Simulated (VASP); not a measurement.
# B16P16H (a cell with a defect) in VASP: a series of runs

Runs on B16P16H (a cell with a defect). Level: PBE. Tasks: single point.

Everything below comes from runs of VASP 6.6.1. Logs are shortened: lines on timing, memory, paths and dates and some standing lists are left out, and cuts for length are marked.

## 1. The cell of the first run

The cell holds a defect, 33 atoms: a = 7.878 Å, b = 7.878 Å, c = 7.878 Å, α = 109.47°, β = 109.47°, γ = 109.47°.

## 2. Single point, PBE

INCAR reads:

```
SYSTEM = B16P16H
  ALGO = Normal
  EDIFF = 1E-7
  ENCUT = 520
  GGA = PE
  ISIF = 2
  ISMEAR = 0
  LASPH = .True.
  LCHARG = .False.
  LREAL = Auto
  LWAVE = .False.
  NBANDS = 86
  NELECT = 128.0
  NELM = 60
  PREC = Accurate
  SIGMA = 0.02
```

KPOINTS reads:

```
Automatic mesh
0
Gamma
  2 2 2
  0.5 0.5 0.5
```

POSCAR reads:

```
B16P16H
1.0
    4.5481927936      4.5481927936     -4.5481927936
   -4.5481927936     -4.5481927936     -4.5481927936
   -4.5481927936      4.5481927936      4.5481927936
B P H
16 16 1
Direct
    0.2501371537      0.5002372598      0.2511501935
    0.4993650452      0.2500963683      0.2508325948
    0.7489702294     -0.0009316887      0.2488006888
    0.7529545592      0.5065762611      0.7499569950
    0.0003008887      0.5006346704      0.5000886293
    0.2501959683      0.2499571921      0.4994045114
    0.4939173870     -0.0028057298      0.4957820836
    0.7506142890      0.7503184572      0.4990446982
   -0.0015311576      0.7492145023      0.2490767325
    0.5007190995      0.5004960439      0.0005060252
    0.7481606771      0.2513851219      0.0041609934
    0.0224613390      0.2524238862      0.7499800811
    0.2561108451      0.9987606520      0.7499610625
    0.5012356783      0.7501146400      0.7499683181
    0.0015350053      0.0012501669      0.0008947510
    0.2501733219      0.7505108413     -0.0001531377
    0.2537392438      0.5039740187      0.0047139602
    0.4988337353      0.2509299961      0.0023202622
    0.7498023181     -0.0002143709     -0.0009560940
    0.7500556056      0.5000209101      0.4980688161
    0.0005862768      0.5011848889      0.2506041524
    0.2505429193      0.2508052213      0.2505845842
    0.4999560492      0.0005536265      0.2493461802
    0.7499029075      0.7501782917      0.2493391445
    0.0019436291      0.7519164546      0.0018493060
    0.4989419101      0.4997051803      0.7499630413
    0.7240418666      0.2519700795      0.7499999791
   -0.0009502675      0.2492520769      0.4952396704
    0.2464408504     -0.0014423311      0.4975874161
    0.5007183300      0.7507075128      0.5008916955
    0.0075766357     -0.0083235258      0.7499842585
    0.2514748279      0.7483721897      0.7499679883
   -0.1394022920      0.1450025384     -0.2507536623
```

Potentials or basis: VASP PAW PBE potentials, release 64 (B, P, H).

Command:

```console
cat potpaw_PBE.64/B/POTCAR potpaw_PBE.64/P/POTCAR potpaw_PBE.64/H/POTCAR > POTCAR
mpirun -np 1 vasp_std > vasp.out
```

OUTCAR:

```text
SYSTEM = B16P16H
   EDIFF = 1E-7
   ENCUT = 520
   GGA = PE
   ISIF = 2
   ISMEAR = 0
   LASPH = .True.
   LREAL = Auto
   NELECT = 128.0
   NELM = 60
   PREC = Accurate

 ion  position               nearest neighbor table
   1  0.250  0.500  0.251-  17 1.96  22 1.96  21 1.97  30 1.97
   2  0.499  0.250  0.251-  18 1.96  22 1.96  23 1.96  20 1.96
   3  0.749  0.999  0.249-  28 1.96  24 1.96  23 1.97  19 1.97
   4  0.753  0.507  0.750-  27 1.94  20 1.96  25 1.96  26 1.98
   5  0.000  0.501  0.500-  20 1.96  28 1.96  32 1.97  21 1.97
   6  0.250  0.250  0.499-  22 1.96  28 1.97  29 1.97  26 1.97
   7  0.494  0.997  0.496-  27 1.95  29 1.96  23 1.97  30 1.97
   8  0.751  0.750  0.499-  24 1.96  20 1.97  31 1.97  30 1.97
   9  0.998  0.749  0.249-  29 1.96  24 1.96  21 1.96  25 1.96
  10  0.501  0.500  0.001-  24 1.96  18 1.97  17 1.97  26 1.97
  11  0.748  0.251  0.004-  27 1.95  18 1.96  21 1.97  19 1.97
  12  0.022  0.252  0.750-  33 1.27  17 1.94  28 1.94  31 2.02  27 2.35
  13  0.256  0.999  0.750-  31 1.94  32 1.96  29 1.96  18 1.96
  14  0.501  0.750  0.750-  30 1.96  19 1.96  32 1.96  26 1.97
  15  0.002  0.001  0.001-  22 1.96  25 1.97  31 1.97  19 1.97
  16  0.250  0.751  1.000-  25 1.96  17 1.96  32 1.97  23 1.97
  17  0.254  0.504  0.005-  12 1.94   1 1.96  16 1.96  10 1.97
  18  0.499  0.251  0.002-  11 1.96   2 1.96  13 1.96  10 1.97
  19  0.750  1.000  0.999-  14 1.96   3 1.97  11 1.97  15 1.97
  20  0.750  0.500  0.498-   4 1.96   2 1.96   5 1.96   8 1.97
  21  0.001  0.501  0.251-   9 1.96  11 1.97   1 1.97   5 1.97
  22  0.251  0.251  0.251-   2 1.96   6 1.96   1 1.96  15 1.96
  23  0.500  0.001  0.249-   2 1.96   7 1.97   3 1.97  16 1.97
  24  0.750  0.750  0.249-   9 1.96  10 1.96   3 1.96   8 1.96
  25  0.002  0.752  0.002-   4 1.96   9 1.96  16 1.96  15 1.97
  26  0.499  0.500  0.750-  14 1.97   6 1.97  10 1.97   4 1.98
  27  0.724  0.252  0.750-  33 1.57   4 1.94  11 1.95   7 1.95  12 2.35
  28  0.999  0.249  0.495-  12 1.94   3 1.96   5 1.96   6 1.97
  29  0.246  0.999  0.498-   7 1.96   9 1.96  13 1.96   6 1.97
  30  0.501  0.751  0.501-  14 1.96   1 1.97   7 1.97   8 1.97
  31  0.008  0.992  0.750-  13 1.94  15 1.97   8 1.97  12 2.02
  32  0.251  0.748  0.750-  13 1.96  14 1.96   5 1.97  16 1.97
  33  0.861  0.145  0.749-  12 1.27  27 1.57

  LATTYP: Found a body centered cubic cell.
 ALAT       =     9.0963855872

  Lattice vectors:

 A1 = (   4.5481927936,   4.5481927936,  -4.5481927936)
 A2 = (  -4.5481927936,  -4.5481927936,  -4.5481927936)
 A3 = (  -4.5481927936,   4.5481927936,   4.5481927936)

Analysis of symmetry for initial positions (statically):
=====================================================================
 Subroutine PRICEL returns:
 Original cell was already a primitive cell.

 Routine SETGRP: Setting up the symmetry group for a
 body centered cubic supercell.
[... 170 lines left out ...]
   PSTRESS=    0.0 pullay stress
   NELECT =     128.0000    total number of electrons
   NUPDOWN=      -1.0000    fix difference up-down
   EMIN   =  10.00;   EMAX   =-10.00  energy-range for DOS
   EFERMI =   0.00;   METHOD = LEGACY
   ISMEAR =     0;   SIGMA  =   0.02  broadening in eV -4-tet -1-fermi 0-gaus
   EFERMI_NEDOS =   21; number of points for ismear=-14 and -15
   IALGO  =     38    algorithm
   IMIX   =      4    mixing-type and parameters
     AMIX     =   0.40;   BMIX     =  1.00
     AMIX_MAG =   1.60;   BMIX_MAG =  1.00
  volume/ion in A,a.u.               =      11.40        76.96
  Fermi-wavevector in a.u.,A,eV,Ry     =   1.142754  2.159491 17.767657  1.305886
  Thomas-Fermi vector in A             =   2.279451
   LORBIT       =      0    0 simple, 1 ext, 2 COOP (PROOUT), +10 PAW based schemes
   GGA     = PE    functional components
   LHFCALC =     F    Hartree Fock is set to
   AEXX    =    0.0000 exact exchange contribution
   IVDW    =     0    specifies the selected vdW correction
   LEPSILON=     F    determine dielectric tensor
   LRPA    =     F    only Hartree local field effects (RPA)
 non-spin polarized calculation
 Gauss-broadening in eV      SIGMA  =   0.02
  energy-cutoff  :      520.00
  volume of cell :      376.34
 maximum number of plane-waves:     10168
 NGX is ok and might be reduce to    60
   NGX = 29   NGY = 29   NGZ = 29

 number of electron     128.0000007 magnetization

 Free energy of the ion-electron system (eV)
  ---------------------------------------------------
  ext. energy  EPLUGINS =         0.00000000
  ---------------------------------------------------
  free energy    TOTEN  =      -215.86654525 eV

  energy without entropy =     -215.86654525  energy(sigma->0) =     -215.86654525

 E-fermi :   6.4844     XC(G=0): -10.8723

 val. band max:        6.3304600628   @ k =   0.2500   0.2500   0.2500
 cond. band min:       8.3123477006   @ k =   0.2500   0.2500  -0.2500
 fundamental gap:      1.9818876378
 Fermi energy:         6.4844150544

 k-point     1 :       0.2500    0.2500    0.2500
  band No.  band energies     occupation
      1      -7.4286      2.00000
      2      -6.9690      2.00000
      3      -6.8802      2.00000
      4      -6.8646      2.00000
      5      -5.0756      2.00000
      6      -4.6400      2.00000
[... 305 lines left out ...]
     75      10.9150      0.00000
     76      10.9497      0.00000
 [bands above 76 left out]

------------------------ aborting loop because EDIFF is reached ----------------------------------------

  FORCE on cell =-STRESS in cart. coord.  units (eV):
  Direction    XX          YY          ZZ          XY          YZ          ZX
  --------------------------------------------------------------------------------------
  -------------------------------------------------------------------------------------
  Total       -7.2597482     -7.2548862     -7.8057444      1.3607069     -1.3506422     -1.3607860
  in kB      -30.9069076    -30.8862083    -33.2313756      5.7929341     -5.7500858     -5.7932709
  external PRESSURE =     -31.6748305 kB  Pullay stress =       0.0000000 kB

 VOLUME and BASIS-vectors are now :
 -----------------------------------------------------------------------------
  energy-cutoff  :      520.00
  volume of cell :      376.34
      direct lattice vectors                 reciprocal lattice vectors
     4.548192794  4.548192794 -4.548192794     0.000000000  0.109933774 -0.109933774
    -4.548192794 -4.548192794 -4.548192794    -0.109933774  0.000000000 -0.109933774
    -4.548192794  4.548192794  4.548192794    -0.109933774  0.109933774  0.000000000

 POSITION                                       TOTAL-FORCE (eV/Angst)
 -----------------------------------------------------------------------------------
     -2.27978      0.00478     -2.27057         0.007471      0.000738     -0.000334
     -0.00711      2.27456     -2.26786        -0.000507      0.003730      0.000805
     -2.26909     -0.00590     -6.81882         0.000387      0.007796     -0.000283
     -2.29037      4.53153     -2.31764         0.008807      0.009241     -0.003377
     -4.55011     -0.00112     -0.00385         0.002189      0.003151     -0.000077
     -2.27030      2.27247     -0.00340         0.006505      0.004706      0.000257
[... 25 lines left out ...]
     -5.67098      1.15101     -1.13650         0.012557      0.012817     -0.001462
     -0.15305      6.66238     -1.16595        -0.137168     -0.135140     -0.029375
 -----------------------------------------------------------------------------------
    total drift:                               -0.011124     -0.015422     -0.004589

  FREE ENERGIE OF THE ION-ELECTRON SYSTEM (eV)
  ---------------------------------------------------
  free  energy   TOTEN  =      -215.8665452463 eV

  energy  without entropy=     -215.8665452463  energy(sigma->0) =     -215.86654525
```

stdout:

```text
POSCAR found type information on POSCAR B P H
 POSCAR found :  3 types and      33 ions
 scaLAPACK will be used
 LDA part: xc-table for (Slater+PW92), standard interpolation
 POSCAR, INCAR and KPOINTS ok, starting setup
 FFT: planning ... GRIDC
 FFT: planning ... GRID_SOFT
 FFT: planning ... GRID
 WAVECAR not read
 entering main loop
 the old and the new charge density differ
 old charge density:   129.00000 new  128.00000
    0.289E+01
```

It took 3.2 min on 1 thread of AMD EPYC 9R45 (Zen 5), shared host; peak memory 0.47 GiB.

What came out:

| Quantity | Value |
| --- | --- |
| Free energy | -215.8665 eV |
| Largest force | 0.195 eV/Å |

Forces in eV/Å, atoms in the order of the input:
```
B    0.007  0.001  0.000
B   -0.001  0.004  0.001
B    0.000  0.008  0.000
B    0.009  0.009 -0.003
B    0.002  0.003  0.000
B    0.007  0.005  0.000
B    0.003 -0.014  0.021
B   -0.004  0.007 -0.003
B    0.003  0.000  0.001
B    0.004  0.007  0.000
B   -0.015  0.004  0.021
B    0.084  0.080 -0.040
B    0.013  0.013  0.012
B    0.006  0.007  0.003
B    0.007 -0.003 -0.003
B    0.002  0.002  0.000
P    0.006 -0.001  0.000
P   -0.003  0.005  0.012
P    0.011 -0.004  0.000
P    0.003 -0.002 -0.008
P   -0.005 -0.004 -0.004
P    0.002  0.008 -0.002
P   -0.004 -0.005 -0.004
P    0.008  0.002 -0.002
P    0.000  0.001 -0.008
P    0.003  0.003  0.008
P   -0.004 -0.007  0.050
P   -0.002  0.006  0.000
P    0.005 -0.004  0.012
P   -0.004  0.011  0.001
P   -0.020 -0.020 -0.031
P    0.013  0.013 -0.001
H   -0.137 -0.135 -0.029
```

Caveat: the cell carries a net charge on a neutralising background, which shifts energy and pressure; the cell is charged against a uniform background, so pressure and absolute levels hang on convention.

## 3. Single point, PBE

INCAR reads:

```
PREC = Accurate
ENCUT = 520
EDIFF = 1E-6
ISMEAR = 0
SIGMA = 0.02
LREAL = Auto
LASPH = True
NELM = 80
ALGO = Normal
ISIF = 2
LWAVE = False
LCHARG = False
GGA = PE
NBANDS = 86
NELECT = 128.0
```

KPOINTS is that of step 2.

POSCAR reads:

```
B16P16H
1.0
    4.5481927936      4.5481927936     -4.5481927936
   -4.5481927936     -4.5481927936     -4.5481927936
   -4.5481927936      4.5481927936      4.5481927936
B P H
16 16 1
Direct
    0.2502676451      0.5001695406      0.2511993339
    0.4992637962      0.2485324504      0.2491674279
    0.7490870890     -0.0010130397      0.2488498292
    0.7487996122      0.5061497180      0.7500388956
   -0.0000100040      0.5002130743      0.4994939975
    0.2506639564      0.2503264597      0.5001531604
    0.5003554386      0.0006402543      0.4991052717
    0.7472241513      0.7439997937      0.4958389194
    0.0001377470      0.7493921552      0.2509232901
    0.5005460637      0.5002121949     -0.0000887166
    0.7512737817      0.2515697007      0.0009554344
    0.0024438278      0.2724811934      0.7500198771
    0.2566192888      1.0029974997      0.7500429632
    0.5001462346      0.7512674056      0.7500316400
    0.0014120993     -0.0018646967      0.0042178291
    0.2505525935      0.7507913923      0.0005955113
    0.2540124292      0.5038101074      0.0047603523
    0.5019520068      0.2519867895      0.0019310967
    0.7498158400     -0.0001733656     -0.0008916728
    0.7486097566      0.4965135830      0.4976798704
    0.0008391245      0.5005637631      0.2506608782
    0.2512074690      0.2506098690      0.2506538425
    0.5002205498     -0.0000416649      0.2494153286
    0.7505807592      0.7499821698      0.2493958703
    0.0009702755      0.7488534797      0.0024126066
    0.4984042240      0.5015068849      0.7500320797
    0.7416921738      0.2575923126      0.7500158095
   -0.0007399642      0.2490251736      0.4952859525
    0.2500672358      0.0000944331      0.4981507167
    0.5007416359      0.7507584122      0.5009560068
    0.0019701232     -0.0259581125      0.7500000890
    0.2497421617      0.7489789142      0.7500370268
   -0.1042438220      0.1113513703     -0.2492463604
```

Potentials or basis: VASP PAW PBE potentials, release 64 (B, P, H).

Command:

```console
cat potpaw_PBE.64/B/POTCAR potpaw_PBE.64/P/POTCAR potpaw_PBE.64/H/POTCAR > POTCAR
mpirun -np 1 vasp_std > vasp.out
```

Wall time 3.1 min (1 thread of AMD EPYC 9R45 (Zen 5), shared host); peak memory 0.47 GiB.

It converged, with:

* Free energy: -215.8665 eV
* Largest force: 0.195 eV/Å

Forces in eV/Å, atoms in the order of the input:
```
B    0.000 -0.008  0.000
B    0.001 -0.004  0.001
B   -0.007 -0.001  0.000
B   -0.013 -0.013  0.012
B   -0.004 -0.007  0.000
B   -0.002 -0.002  0.000
B   -0.007  0.003 -0.003
B    0.015 -0.004  0.021
B   -0.003  0.000  0.001
B   -0.002 -0.003  0.000
B    0.004 -0.007 -0.003
B   -0.084 -0.080 -0.040
B   -0.009 -0.009 -0.003
B   -0.006 -0.007  0.003
B   -0.003  0.014  0.021
B   -0.006 -0.005  0.000
P    0.002 -0.006  0.000
P   -0.003  0.002 -0.008
P    0.004 -0.011  0.001
P    0.003 -0.005  0.011
P   -0.008 -0.002 -0.002
P    0.004  0.005 -0.004
P   -0.002 -0.008 -0.002
P    0.005  0.004 -0.004
P   -0.005  0.004  0.012
P   -0.013 -0.013 -0.001
P    0.020  0.020 -0.031
P   -0.006  0.001  0.000
P    0.000 -0.001 -0.008
P   -0.011  0.004  0.000
P    0.004  0.007  0.050
P   -0.003 -0.003  0.008
H    0.137  0.135 -0.029
```

Levels at points of the mesh, in eV from the Fermi level:
```
           k point  band 62  band 63  band 64  band 65  band 66  band 67
(0.25, 0.25, 0.25)    -0.14    -0.13    -0.12     2.38     2.99     3.34
```

Caveat: the cell carries a net charge on a neutralising background, which shifts energy and pressure; the cell is charged against a uniform background, so pressure and absolute levels hang on convention.

(Part 1 of 2 ends here.)
